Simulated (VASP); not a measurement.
# Eu (Im-3m) in VASP: notebook

The runs below take Eu through relaxation of cell and atoms, with PBE.

Everything below comes from runs of VASP 6.6.1. Logs are shortened: lines on timing, memory, paths and dates and some standing lists are left out, and cuts for length are marked.

**1. The cell of the first run**

Symmetry: Im-3m, No. 229, cubic system. The conventional cell has a = 4.408 Å, b = 4.408 Å, c = 4.408 Å, α = 90.00°, β = 90.00°, γ = 90.00°. Within 5.0 Å of Eu (site symmetry m-3m) lie 14 Eu at 3.82 to 4.41 Å.

**2. Relaxation of cell and atoms, PBE, collinear spin, ferromagnetic start, target pressure -0.41 GPa, at which the enthalpy is minimised**

The input, INCAR:

```
PREC = Accurate
ENCUT = 600
EDIFF = 1E-6
ISMEAR = -1
SIGMA = 0.1
LREAL = False
LASPH = True
NELM = 150
ALGO = Normal
ISIF = 3
LWAVE = False
LCHARG = False
ISPIN = 2
MAGMOM = 7
LORBIT = 11
LMAXMIX = 6
GGA = PE
IBRION = 2
NSW = 60
EDIFFG = -0.005
PSTRESS = -4.1
```

The input, KPOINTS:

```
regular mesh
0
Gamma
  12 12 12
```

The input, POSCAR:

```
Eu
1.0
   -2.2037561689      2.2037561689      2.2037561689
    2.2037561689     -2.2037561689      2.2037561689
    2.2037561689      2.2037561689     -2.2037561689
Eu
1
Direct
    0.0000000000      0.0000000000      0.0000000000
```

Potentials or basis: VASP PAW PBE potentials, release 64 (Eu).

Started as:

```
$ cat potpaw_PBE.64/Eu/POTCAR > POTCAR
$ mpirun -np 1 vasp_std > vasp.out
```

OUTCAR:

```text
PREC = Accurate
   ENCUT = 600
   EDIFF = 1E-6
   ISMEAR = -1
   LREAL = False
   LASPH = True
   NELM = 150
   ISIF = 3
   ISPIN = 2
   LORBIT = 11
   GGA = PE
   IBRION = 2
   NSW = 60
   EDIFFG = -0.005
   PSTRESS = -4.1

 ion  position               nearest neighbor table
   1  0.000  0.000  0.000-

  LATTYP: Found a body centered cubic cell.
 ALAT       =     4.4075123378

  Lattice vectors:

 A1 = (  -2.2037561689,   2.2037561689,   2.2037561689)
 A2 = (   2.2037561689,  -2.2037561689,   2.2037561689)
 A3 = (   2.2037561689,   2.2037561689,  -2.2037561689)

Analysis of symmetry for initial positions (statically):
=====================================================================
 Subroutine PRICEL returns:
 Original cell was already a primitive cell.

 Routine SETGRP: Setting up the symmetry group for a
 body centered cubic supercell.

 Subroutine GETGRP returns: Found 48 space group operations
 (whereof 48 operations were pure point group operations)
 out of a pool of 48 trial point group operations.

The static configuration has the point symmetry O_h .

Analysis of symmetry for dynamics (positions and initial velocities):
=====================================================================
 Subroutine PRICEL returns:
 Original cell was already a primitive cell.

 Routine SETGRP: Setting up the symmetry group for a
 body centered cubic supercell.

 Subroutine GETGRP returns: Found 48 space group operations
 (whereof 48 operations were pure point group operations)
 out of a pool of 48 trial point group operations.

The dynamic configuration has the point symmetry O_h .

Analysis of structural, dynamic, and magnetic symmetry:
=====================================================================
 Subroutine PRICEL returns:
 Original cell was already a primitive cell.

 Routine SETGRP: Setting up the symmetry group for a
 body centered cubic supercell.

 Subroutine GETGRP returns: Found 48 space group operations
 (whereof 48 operations were pure point group operations)
 out of a pool of 48 trial point group operations.

The overall configuration has the point symmetry O_h .

 Subroutine INISYM returns: Found 48 space group operations
 (whereof 48 operations are pure point group operations),
 and found     1 'primitive' translations

----------------------------------------------------------------------------------------

                                     Primitive cell

  volume of cell :      42.8105

  direct lattice vectors                    reciprocal lattice vectors
    -2.203756169  2.203756169  2.203756169     0.000000000  0.226885355  0.226885355
     2.203756169 -2.203756169  2.203756169     0.226885355  0.000000000  0.226885355
     2.203756169  2.203756169 -2.203756169     0.226885355  0.226885355  0.000000000

  length of vectors
     3.817017652  3.817017652  3.817017652     0.320864346  0.320864346  0.320864346

  position of ions in fractional coordinates (direct lattice)
     0.000000000  0.000000000  0.000000000

  ion indices of the primitive-cell ions
   primitive index   ion index
                 1           1

----------------------------------------------------------------------------------------

 KPOINTS: regular mesh

Automatic generation of k-mesh.
 Grid dimensions read from file:
 generate k-points for:   12   12   12

 Generating k-lattice:

  Cartesian coordinates                     Fractional coordinates (reciprocal lattice)
     0.000000000  0.018907113  0.018907113     0.083333333  0.000000000  0.000000000
     0.018907113  0.000000000  0.018907113     0.000000000  0.083333333  0.000000000
     0.018907113  0.018907113  0.000000000     0.000000000  0.000000000  0.083333333

  Length of vectors
     0.026738695  0.026738695  0.026738695

  Shift w.r.t. Gamma in fractional coordinates (k-lattice)
     0.000000000  0.000000000  0.000000000

 Subroutine IBZKPT returns following result:
 ===========================================

 Found     72 irreducible k-points:

 Following reciprocal coordinates:
            Coordinates               Weight
  0.000000  0.000000  0.000000      1.000000
  0.083333  0.000000  0.000000     12.000000
  0.166667  0.000000  0.000000     12.000000
  0.250000  0.000000  0.000000     12.000000
  0.333333  0.000000  0.000000     12.000000
  0.416667  0.000000  0.000000     12.000000
[... 16 lines left out ...]
  0.333333  0.083333  0.083333     24.000000
  0.416667  0.083333  0.083333     12.000000
 [... further k-points ...]
   k-points           NKPTS =     72   k-points in BZ     NKDIM =     72   number of bands    NBANDS=     16
   number of dos      NEDOS =    301   number of ions     NIONS =      1
   total plane-waves  NPLWV =  27000
   dimension x,y,z NGX =    30 NGY =   30 NGZ =   30
   dimension x,y,z NGXF=    60 NGYF=   60 NGZF=   60
   ions per type =               1
   NGX,Y,Z   is equivalent  to a cutoff of  13.07, 13.07, 13.07 a.u.
   NGXF,Y,Z  is equivalent  to a cutoff of  26.13, 26.13, 26.13 a.u.
 SYSTEM =  unknown system
   PREC   = accura    normal or accurate (medium, high low for compatibility)
   ISTART =      0    job   : 0-new  1-cont  2-samecut
   ICHARG =      2    charge: 1-file 2-atom 10-const
   ISPIN  =      2    spin polarized calculation?
   LNONCOLLINEAR =      F non collinear calculations
   LSORBIT =      F    spin-orbit coupling
   LASPH  =      T    aspherical Exc in radial PAW
   ENCUT  =  600.0 eV  44.10 Ry    6.64 a.u.   7.62  7.62  7.62*2*pi/ulx,y,z
   NELM   =    150;   NELMIN=  2; NELMDL= -5     # of ELM steps
   EDIFF  = 0.1E-05   stopping-criterion for ELM
   LREAL  =      F    real-space projection
   EDIFFG = -.5E-02   stopping-criterion for IOM
   NSW    =     60    number of steps for IOM
   IBRION =      2    ionic relax: 0-MD 1-quasi-New 2-CG
   NFREE  =      1    steps in history (QN), initial steepest desc. (CG)
   ISIF   =      3    stress and relaxation
   ISYM   =      2    0-nonsym 1-usesym 2-fastsym
   POTIM  = 0.5000    time-step for ionic-motion
   TEBEG  =    0.0;   TEEND  =   0.0 temperature during run
   PSTRESS=   -4.1 pullay stress
   NELECT =      17.0000    total number of electrons
   NUPDOWN=      -1.0000    fix difference up-down
   EMIN   =  10.00;   EMAX   =-10.00  energy-range for DOS
   EFERMI =   0.00;   METHOD = LEGACY
   ISMEAR =    -1;   SIGMA  =   0.10  broadening in eV -4-tet -1-fermi 0-gaus
   EFERMI_NEDOS =   21; number of points for ismear=-14 and -15
   IALGO  =     38    algorithm
   IMIX   =      4    mixing-type and parameters
     AMIX     =   0.40;   BMIX     =  1.00
     AMIX_MAG =   1.60;   BMIX_MAG =  1.00
  volume/ion in A,a.u.               =      42.81       288.90
  Fermi-wavevector in a.u.,A,eV,Ry     =   1.203301  2.273909 19.700327  1.447933
  Thomas-Fermi vector in A             =   2.339058
   LORBIT       =     11    0 simple, 1 ext, 2 COOP (PROOUT), +10 PAW based schemes
   GGA     = PE    functional components
   LHFCALC =     F    Hartree Fock is set to
   AEXX    =    0.0000 exact exchange contribution
   IVDW    =     0    specifies the selected vdW correction
   LEPSILON=     F    determine dielectric tensor
   LRPA    =     F    only Hartree local field effects (RPA)
 conjugate gradient relaxation of ions
 spin polarized calculation
  energy-cutoff  :      600.00
  volume of cell :       42.81
 maximum number of plane-waves:      1464
   NGX = 15   NGY = 15   NGZ = 15

--------------------------------------- Ionic step        1  -------------------------------------------

 number of electron      17.0000001 magnetization       7.2966498

 Free energy of the ion-electron system (eV)
  ---------------------------------------------------
  ext. energy  EPLUGINS =         0.00000000
  ---------------------------------------------------
  free energy    TOTEN  =       -11.46880675 eV

  energy without entropy =      -11.39336520  energy(sigma->0) =      -11.43108598

------------------------ aborting loop because EDIFF is reached ----------------------------------------

  FORCE on cell =-STRESS in cart. coord.  units (eV):
  Direction    XX          YY          ZZ          XY          YZ          ZX
  --------------------------------------------------------------------------------------
  -------------------------------------------------------------------------------------
  Total       -0.0698458     -0.0698458     -0.0698458     -0.0000000      0.0000000      0.0000000
  in kB       -2.6139690     -2.6139690     -2.6139690     -0.0000000      0.0000000      0.0000000
  external PRESSURE =       1.4860310 kB  Pullay stress =      -4.1000000 kB
[... 94 lines left out ...]
  energy  without entropy=      -11.3922144194  energy(sigma->0) =      -11.43024817

  enthalpy is  TOTEN    =       -11.5783707189 eV   P V=       -0.1100888021

[... ionic steps 4 to 16 ...]

--------------------------------------- Ionic step       17  -------------------------------------------

 number of electron      17.0000001 magnetization       7.2978626

------------------------ aborting loop because EDIFF is reached ----------------------------------------
[... 69 lines left out ...]
--------------------------------------- Ionic step       19  -------------------------------------------

 number of electron      17.0000001 magnetization       7.2981805

 Free energy of the ion-electron system (eV)
  ---------------------------------------------------
  ext. energy  EPLUGINS =         0.00000000
  ---------------------------------------------------
  free energy    TOTEN  =       -11.46853222 eV

  energy without entropy =      -11.39271452  energy(sigma->0) =      -11.43062337

 E-fermi :   2.0365     XC(G=0):  -8.7498

 val. band max:        2.0276190253   @ k =   0.5000   0.5000   0.3333
 cond. band min:       2.0394178398   @ k =   0.5000   0.5000   0.2500
 fundamental gap:      0.0117988145
 Fermi energy:         2.0365335571

 spin component 1

 k-point     1 :       0.0000    0.0000    0.0000
  band No.  band energies     occupation
      1     -39.6711      1.00000
      2     -18.2310      1.00000
      3     -18.2310      1.00000
      4     -18.2310      1.00000
      5      -2.3263      1.00000
      6       1.4324      0.99763
[... 433 lines left out ...]
      3     -18.3843      1.00000
      4     -18.2595      1.00000
      5       0.6271      1.00000
      6       1.4359      0.99754
[... 8 lines left out ...]
     15       5.5590      0.00000
     16       6.1327      0.00000

 [... further k-points ...]

 spin component 2

 k-point     1 :       0.0000    0.0000    0.0000
  band No.  band energies     occupation
      1     -36.5452      1.00000
      2     -15.9053      1.00000
      3     -15.9053      1.00000
      4     -15.9053      1.00000
      5      -1.5516      1.00000
      6       4.8134      0.00000
[... 433 lines left out ...]
      3     -16.0961      1.00000
      4     -15.9425      1.00000
      5       1.4526      0.99710
      6       3.1917      0.00001
[... 8 lines left out ...]
     15       6.8074      0.00000
     16       7.3560      0.00000

 [... further k-points ...]
[... 5 lines left out ...]
  --------------------------------------------------------------------------------------
  -------------------------------------------------------------------------------------
  Total       -0.1067149     -0.1067149     -0.1067149      0.0000000      0.0000000      0.0000000
  in kB       -3.9832549     -3.9832549     -3.9832549      0.0000000      0.0000000      0.0000000
  external PRESSURE =       0.1167451 kB  Pullay stress =      -4.1000000 kB
[... 20 lines left out ...]
  energy  without entropy=      -11.3927145199  energy(sigma->0) =      -11.43062337

  enthalpy is  TOTEN    =       -11.5783748464 eV   P V=       -0.1098426255

 reached required accuracy - stopping structural energy minimisation

 total charge

# of ion       s       p       d       f       tot
--------------------------------------------------
    1        2.084   5.710   0.292   6.635  14.721

 magnetization (x)

# of ion       s       p       d       f       tot
--------------------------------------------------
    1       -0.004  -0.093   0.134   6.633   6.670
```

Wall time 42 min (1 thread of Intel Xeon 8259CL, shared host); peak memory 0.25 GiB.

What came out:

```yaml
Free_energy: -11.4685 eV
Relaxed_volume: 42.92 Å³/atom
Relaxed_cell: a = 3.820 Å, b = 3.820 Å, c = 3.820 Å, α = 109.47°, β = 109.47°, γ = 109.47°
Space_group_after_relaxing_to_0.1_Å: Im-3m (No. 229)
Energy_change_on_relaxing_the_run_minimises_the_enthalpy: +0.3 meV/atom
Ionic_steps: 19
Pressure_after_relaxing: -0.4 GPa
Net_moment: 7.30 μB per cell
Site_moments: Eu +6.67 μB
Valence_electrons_inside_the_program's_atomic_spheres: Eu 14.72
```

The path:
```csv
step,energy change (eV),largest force (eV/Å),pressure (GPa),volume (Å³)
1,0.0000,0.0000,-0.26,42.81
2,0.0006,0.0000,-0.44,43.06
3,0.0005,0.0000,-0.72,43.02
4,0.0002,0.0000,-0.38,42.88
5,0.0002,0.0000,-0.27,42.89
6,0.0004,0.0000,-0.45,42.96
7,0.0003,0.0000,-0.54,42.94
8,0.0003,0.0000,-0.66,42.92
9,0.0002,0.0000,-0.57,42.90
10,0.0002,0.0000,-0.25,42.90
11,0.0002,0.0000,-0.37,42.90
12,0.0003,0.0000,-0.28,42.92
13,0.0004,0.0000,-0.46,42.97
14,0.0004,0.0000,-0.54,42.96
15,0.0003,0.0000,-0.64,42.94
16,0.0003,0.0000,-0.55,42.93
17,0.0003,0.0000,-0.27,42.92
18,0.0003,0.0000,-0.38,42.92
19,0.0003,0.0000,-0.40,42.92
```

Final structure:
```yaml
crystal:
  lattice:
    - [-2.20570, 2.20570, 2.20570]
    - [2.20570, -2.20570, 2.20570]
    - [2.20570, 2.20570, -2.20570]
  atoms:
    - { symbol: Eu, position: [0.00000, 0.00000, 0.00000] }
```

Caveat: the cell is relaxed towards a set pressure, so the run minimises the enthalpy, not the energy; spin-orbit coupling is left out, which moves the levels of the heavy elements; semilocal functionals describe open f shells poorly, which spoils levels, moments and volumes. The state reached can hang on the start; a lower one may exist.

(Continued in part 2 of 2.)
